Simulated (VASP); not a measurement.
# SrTe (Fm-3m) in VASP: a series of runs

SrTe is run at these levels: LDA; tasks: single point.

All numbers are computed with VASP 6.6.1; they aren't measurements. Logs are shortened: lines on timing, memory, paths and dates and some standing lists are left out, and cuts for length are marked.

### 1 The cell of the first run

It takes space group Fm-3m (No. 225, cubic). The conventional cell has a = 6.620 Å, b = 6.620 Å, c = 6.620 Å, α = 90.00°, β = 90.00°, γ = 90.00°. Sr (site symmetry m-3m) has 6 Te at 3.31 Å within 4.4 Å. Te (site symmetry m-3m) has 6 Sr at 3.31 Å within 4.4 Å.

### 2 Single point, LDA

INCAR reads:

```
SYSTEM = SrTe
ALGO     = Normal         ! electronic algorithm
EDIFF    = 1E-6           ! SCF threshold, eV
ENCUT    = 500            ! plane-wave cutoff, eV
GGA      = CA             ! functional
GGA_COMPAT= .False.      
ISIF     = 2              ! what is computed and relaxed
ISMEAR   = 0              ! smearing method
LASPH    = .True.         ! aspherical terms in the spheres
LCHARG   = .False.        ! write CHGCAR
LREAL    = .False.        ! projectors in reciprocal space
LWAVE    = .False.        ! write WAVECAR
NBANDS   = 15             ! bands
NELM     = 120            ! most SCF steps
PREC     = Accurate       ! precision mode
SIGMA    = 0.1            ! smearing width, eV
```

KPOINTS reads:

```
k-points
0
Gamma
  6 6 6
  0 0 0
```

POSCAR reads:

```
SrTe
1.0
    0.0000000000      3.3100000000      3.3100000000
    3.3100000000      0.0000000000      3.3100000000
    3.3100000000      3.3100000000      0.0000000000
Sr Te
1 1
Direct
    0.0000000000      0.0000000000      0.0000000000
    0.5000000000      0.5000000000      0.5000000000
```

Potentials or basis: VASP PAW LDA potentials, release 64 (Sr_sv, Te).

Run with:

```sh
cat potpaw_LDA.64/Sr_sv/POTCAR potpaw_LDA.64/Te/POTCAR > POTCAR
mpirun -np 1 vasp_std > vasp.out
```

OUTCAR:

```text
SYSTEM = SrTe
   EDIFF = 1E-6
   ENCUT = 500
   GGA = CA
   ISIF = 2
   ISMEAR = 0
   LASPH = .True.
   LREAL = .False.
   NELM = 120
   PREC = Accurate

 ion  position               nearest neighbor table
   1  0.000  0.000  0.000-   2 3.31   2 3.31   2 3.31   2 3.31   2 3.31   2 3.31
   2  0.500  0.500  0.500-   1 3.31   1 3.31   1 3.31   1 3.31   1 3.31   1 3.31

  LATTYP: Found a face centered cubic cell.
 ALAT       =     6.6200000000

  Lattice vectors:

 A1 = (   0.0000000000,   3.3100000000,   3.3100000000)
 A2 = (   3.3100000000,   0.0000000000,   3.3100000000)
 A3 = (   3.3100000000,   3.3100000000,   0.0000000000)

Analysis of symmetry for initial positions (statically):
=====================================================================
 Subroutine PRICEL returns:
 Original cell was already a primitive cell.

 Routine SETGRP: Setting up the symmetry group for a
 face centered cubic supercell.

 Subroutine GETGRP returns: Found 48 space group operations
 (whereof 48 operations were pure point group operations)
 out of a pool of 48 trial point group operations.

The static configuration has the point symmetry O_h .

Analysis of symmetry for dynamics (positions and initial velocities):
=====================================================================
 Subroutine PRICEL returns:
 Original cell was already a primitive cell.

 Routine SETGRP: Setting up the symmetry group for a
 face centered cubic supercell.

 Subroutine GETGRP returns: Found 48 space group operations
 (whereof 48 operations were pure point group operations)
 out of a pool of 48 trial point group operations.

The dynamic configuration has the point symmetry O_h .

 Subroutine INISYM returns: Found 48 space group operations
 (whereof 48 operations are pure point group operations),
 and found     1 'primitive' translations

----------------------------------------------------------------------------------------

                                     Primitive cell

  volume of cell :      72.5294

  direct lattice vectors                    reciprocal lattice vectors
     0.000000000  3.310000000  3.310000000    -0.151057402  0.151057402  0.151057402
     3.310000000  0.000000000  3.310000000     0.151057402 -0.151057402  0.151057402
     3.310000000  3.310000000  0.000000000     0.151057402  0.151057402 -0.151057402

  length of vectors
     4.681046891  4.681046891  4.681046891     0.261639095  0.261639095  0.261639095

  position of ions in fractional coordinates (direct lattice)
     0.000000000  0.000000000  0.000000000
     0.500000000  0.500000000  0.500000000

  ion indices of the primitive-cell ions
   primitive index   ion index
                 1           1
                 2           2

----------------------------------------------------------------------------------------

 KPOINTS: k-points

Automatic generation of k-mesh.
 Grid dimensions read from file:
 generate k-points for:    6    6    6

 Generating k-lattice:

  Cartesian coordinates                     Fractional coordinates (reciprocal lattice)
    -0.025176234  0.025176234  0.025176234     0.166666667  0.000000000  0.000000000
     0.025176234 -0.025176234  0.025176234     0.000000000  0.166666667  0.000000000
     0.025176234  0.025176234 -0.025176234     0.000000000  0.000000000  0.166666667

  Length of vectors
     0.043606516  0.043606516  0.043606516

  Shift w.r.t. Gamma in fractional coordinates (k-lattice)
     0.000000000  0.000000000  0.000000000

 Subroutine IBZKPT returns following result:
 ===========================================

 Found     16 irreducible k-points:

 Following reciprocal coordinates:
            Coordinates               Weight
  0.000000  0.000000  0.000000      1.000000
  0.166667  0.000000  0.000000      8.000000
  0.333333  0.000000  0.000000      8.000000
  0.500000  0.000000  0.000000      4.000000
  0.166667  0.166667  0.000000      6.000000
  0.333333  0.166667  0.000000     24.000000
[... 8 lines left out ...]
 -0.333333  0.333333  0.166667     24.000000
 -0.333333  0.500000  0.166667     12.000000
   k-points           NKPTS =     16   k-points in BZ     NKDIM =     16   number of bands    NBANDS=     15
   number of dos      NEDOS =    301   number of ions     NIONS =      2
   total plane-waves  NPLWV =  46656
   dimension x,y,z NGX =    36 NGY =   36 NGZ =   36
   dimension x,y,z NGXF=    72 NGYF=   72 NGZF=   72
   ions per type =               1   1
   NGX,Y,Z   is equivalent  to a cutoff of  12.79, 12.79, 12.79 a.u.
   NGXF,Y,Z  is equivalent  to a cutoff of  25.57, 25.57, 25.57 a.u.
 SYSTEM =  SrTe
   PREC   = accura    normal or accurate (medium, high low for compatibility)
   ISTART =      0    job   : 0-new  1-cont  2-samecut
   ICHARG =      2    charge: 1-file 2-atom 10-const
   ISPIN  =      1    spin polarized calculation?
   LNONCOLLINEAR =      F non collinear calculations
   LSORBIT =      F    spin-orbit coupling
   LASPH  =      T    aspherical Exc in radial PAW
   ENCUT  =  500.0 eV  36.75 Ry    6.06 a.u.   8.53  8.53  8.53*2*pi/ulx,y,z
   NELM   =    120;   NELMIN=  2; NELMDL= -5     # of ELM steps
   EDIFF  = 0.1E-05   stopping-criterion for ELM
   LREAL  =      F    real-space projection
   EDIFFG = 0.1E-04   stopping-criterion for IOM
   NSW    =      0    number of steps for IOM
   IBRION =     -1    ionic relax: 0-MD 1-quasi-New 2-CG
   NFREE  =      0    steps in history (QN), initial steepest desc. (CG)
   ISIF   =      2    stress and relaxation
   ISYM   =      2    0-nonsym 1-usesym 2-fastsym
   POTIM  = 0.5000    time-step for ionic-motion
   TEBEG  =    0.0;   TEEND  =   0.0 temperature during run
   PSTRESS=    0.0 pullay stress
   NELECT =      16.0000    total number of electrons
   NUPDOWN=      -1.0000    fix difference up-down
   EMIN   =  10.00;   EMAX   =-10.00  energy-range for DOS
   EFERMI =   0.00;   METHOD = LEGACY
   ISMEAR =     0;   SIGMA  =   0.10  broadening in eV -4-tet -1-fermi 0-gaus
   EFERMI_NEDOS =   21; number of points for ismear=-14 and -15
   IALGO  =     38    algorithm
   IMIX   =      4    mixing-type and parameters
     AMIX     =   0.40;   BMIX     =  1.00
     AMIX_MAG =   1.60;   BMIX_MAG =  1.00
  volume/ion in A,a.u.               =      36.26       244.73
  Fermi-wavevector in a.u.,A,eV,Ry     =   0.989183  1.869286 13.313081  0.978484
  Thomas-Fermi vector in A             =   2.120764
   LORBIT       =      0    0 simple, 1 ext, 2 COOP (PROOUT), +10 PAW based schemes
   GGA     = CA    functional components
   LHFCALC =     F    Hartree Fock is set to
   AEXX    =    0.0000 exact exchange contribution
   IVDW    =     0    specifies the selected vdW correction
   LEPSILON=     F    determine dielectric tensor
   LRPA    =     F    only Hartree local field effects (RPA)
 non-spin polarized calculation
 Gauss-broadening in eV      SIGMA  =   0.10
  energy-cutoff  :      500.00
  volume of cell :       72.53
 maximum number of plane-waves:      1868
 NGX is ok and might be reduce to    36
   NGX = 17   NGY = 17   NGZ = 17

 number of electron      16.0000000 magnetization

 Free energy of the ion-electron system (eV)
  ---------------------------------------------------
  ext. energy  EPLUGINS =         0.00000000
  ---------------------------------------------------
  free energy    TOTEN  =        -9.24630251 eV

  energy without entropy =       -9.24630251  energy(sigma->0) =       -9.24630251

 E-fermi :   3.3266     XC(G=0):  -8.8832

 val. band max:        2.8292744721   @ k =   0.0000   0.0000   0.0000
 cond. band min:       4.3516213089   @ k =   0.5000   0.5000   0.0000
 fundamental gap:      1.5223468367
 Fermi energy:         3.3265994182

 k-point     1 :       0.0000    0.0000    0.0000
  band No.  band energies     occupation
      1     -31.6270      2.00000
      2     -13.7248      2.00000
      3     -13.7248      2.00000
      4     -13.7248      2.00000
      5      -7.2712      2.00000
      6       2.8293      2.00000
      7       2.8293      2.00000
      8       2.8293      2.00000
      9       5.5452      0.00000
     10       5.9518      0.00000
     11       5.9518      0.00000
     12       5.9518      0.00000
     13       6.6580      0.00000
     14       6.6580      0.00000
     15      10.2177      0.00000

 k-point     2 :       0.1667    0.0000    0.0000
  band No.  band energies     occupation
      1     -31.6258      2.00000
      2     -13.7627      2.00000
      3     -13.7264      2.00000
      4     -13.7264      2.00000
      5      -7.1137      2.00000
      6       1.7360      2.00000
      7       2.4382      2.00000
      8       2.4382      2.00000
      9       5.8379      0.00000
     10       6.3147      0.00000
     11       6.3147      0.00000
     12       6.9775      0.00000
     13       7.3994      0.00000
     14       7.3994      0.00000
     15      11.0798      0.00000

 k-point     3 :       0.3333    0.0000    0.0000
  band No.  band energies     occupation
      1     -31.6232      2.00000
      2     -13.8359      2.00000
      3     -13.7295      2.00000
      4     -13.7295      2.00000
      5      -6.7740      2.00000
      6       0.4025      2.00000
      7       1.8779      2.00000
      8       1.8779      2.00000
      9       6.1199      0.00000
     10       7.2048      0.00000
     11       7.2048      0.00000
     12       8.4273      0.00000
     13       8.9737      0.00000
     14       8.9737      0.00000
     15      10.8462      0.00000

 k-point     4 :       0.5000    0.0000    0.0000
  band No.  band energies     occupation
      1     -31.6220      2.00000
      2     -13.8712      2.00000
      3     -13.7311      2.00000
      4     -13.7311      2.00000
      5      -6.5876      2.00000
      6      -0.1308      2.00000
      7       1.6560      2.00000
      8       1.6560      2.00000
      9       6.6169      0.00000
     10       7.8706      0.00000
     11       8.0498      0.00000
     12       8.0498      0.00000
     13       9.4848      0.00000
     14       9.4848      0.00000
     15      10.7285      0.00000
[... 163 lines left out ...]
 k-point    14 :       0.5000    0.3333    0.1667
  band No.  band energies     occupation
      1     -31.6215      2.00000
      2     -13.8208      2.00000
      3     -13.7675      2.00000
      4     -13.7440      2.00000
      5      -6.7293      2.00000
      6       0.5524      2.00000
      7       1.6626      2.00000
      8       1.7198      2.00000
      9       5.7963      0.00000
     10       7.3053      0.00000
     11       7.9260      0.00000
     12       8.2826      0.00000
     13       8.4511      0.00000
     14       9.3670      0.00000
     15      10.7955      0.00000

 k-point    15 :      -0.3333    0.3333    0.1667
  band No.  band energies     occupation
      1     -31.6207      2.00000
      2     -13.8237      2.00000
      3     -13.7778      2.00000
      4     -13.7524      2.00000
      5      -6.6661      2.00000
      6       0.6010      2.00000
      7       1.2993      2.00000
      8       1.6040      2.00000
      9       6.6683      0.00000
     10       6.6739      0.00000
     11       7.9101      0.00000
     12       8.5585      0.00000
     13       8.6689      0.00000
     14       9.8137      0.00000
     15      11.0918      0.00000

 k-point    16 :      -0.3333    0.5000    0.1667
  band No.  band energies     occupation
      1     -31.6202      2.00000
      2     -13.8078      2.00000
      3     -13.7786      2.00000
      4     -13.7716      2.00000
      5      -6.7211      2.00000
      6       0.9714      2.00000
      7       1.4151      2.00000
      8       1.5218      2.00000
      9       5.5595      0.00000
     10       7.1240      0.00000
     11       7.7432      0.00000
     12       8.4837      0.00000
     13       8.8937      0.00000
     14       9.2339      0.00000
     15      11.3192      0.00000

------------------------ aborting loop because EDIFF is reached ----------------------------------------

  FORCE on cell =-STRESS in cart. coord.  units (eV):
  Direction    XX          YY          ZZ          XY          YZ          ZX
  --------------------------------------------------------------------------------------
  -------------------------------------------------------------------------------------
  Total       -0.6271647     -0.6271647     -0.6271647      0.0000000      0.0000000      0.0000000
  in kB      -13.8540966    -13.8540966    -13.8540966      0.0000000      0.0000000      0.0000000
  external PRESSURE =     -13.8540966 kB  Pullay stress =       0.0000000 kB

 VOLUME and BASIS-vectors are now :
 -----------------------------------------------------------------------------
  energy-cutoff  :      500.00
  volume of cell :       72.53
      direct lattice vectors                 reciprocal lattice vectors
     0.000000000  3.310000000  3.310000000    -0.151057402  0.151057402  0.151057402
     3.310000000  0.000000000  3.310000000     0.151057402 -0.151057402  0.151057402
     3.310000000  3.310000000  0.000000000     0.151057402  0.151057402 -0.151057402

 POSITION                                       TOTAL-FORCE (eV/Angst)
 -----------------------------------------------------------------------------------
      0.00000      0.00000      0.00000         0.000000      0.000000      0.000000
      3.31000      3.31000      3.31000         0.000000      0.000000     -0.000000
 -----------------------------------------------------------------------------------
    total drift:                                0.000000      0.000000      0.000000

  FREE ENERGIE OF THE ION-ELECTRON SYSTEM (eV)
  ---------------------------------------------------
  free  energy   TOTEN  =        -9.2463025100 eV

  energy  without entropy=       -9.2463025100  energy(sigma->0) =       -9.24630251
```

Run time: 7.4 s. Hardware: 1 thread of Intel Xeon 6975P-C (Granite Rapids), shared host; peak memory 0.17 GiB.

What came out:

```
Free energy            : -9.2463 eV
Pressure               : -1.4 GPa
Band gap on the k mesh : 1.52 eV (least direct gap 2.28 eV)
```

Caveat: spin-orbit coupling is left out, which moves the levels of the heavy elements. A k mesh can miss the band edges.

### 3 Single point, LDA

This run uses another cell than the first one, of 34.76 Å³/atom.

INCAR reads:

```
PREC = Accurate
ENCUT = 500
EDIFF = 1E-6
ISMEAR = 0
SIGMA = 0.02
LREAL = False
LASPH = True
NELM = 120
ALGO = Normal
ISIF = 2
LWAVE = False
LCHARG = False
GGA = CA
NBANDS = 15
GGA_COMPAT = False
```

KPOINTS reads:

```
regular mesh
0
Gamma
  8 8 8
```

POSCAR reads:

```
SrTe
1.0
    0.0000000000      3.2635325993      3.2635325993
    3.2635325993      0.0000000000      3.2635325993
    3.2635325993      3.2635325993      0.0000000000
Sr Te
1 1
Direct
    0.0000000000      0.0000000000      0.0000000000
    0.5000000000      0.5000000000      0.5000000000
```

Potentials or basis: VASP PAW LDA potentials, release 64 (Sr_sv, Te).

Run with:

```sh
cat potpaw_LDA.64/Sr_sv/POTCAR potpaw_LDA.64/Te/POTCAR > POTCAR
mpirun -np 1 vasp_std > vasp.out
```

It took 12 s on 1 thread of Intel Xeon 6975P-C (Granite Rapids), shared host; peak memory 0.18 GiB.

Results (log left out):

```yaml
Free_energy: -9.2593 eV
Pressure: 0.2 GPa
Band_gap_on_the_k_mesh: 1.40 eV (least direct gap 2.19 eV)
```

Levels at points of the mesh, in eV from the valence-band top:
```csv
k point,band 6,band 7,band 8,band 9,band 10,band 11
"(0.00, 0.00, 0.00)",0.00,0.00,0.00,2.91,3.08,3.08
"(0.50, 0.00, 0.00)",-3.11,-1.27,-1.27,3.83,5.12,5.29
"(0.50, 0.50, 0.00)",-2.11,-0.79,-0.79,1.40,3.91,4.81
```

Caveat: spin-orbit coupling is left out, which moves the levels of the heavy elements.

(Part 1 of 2 ends here.)
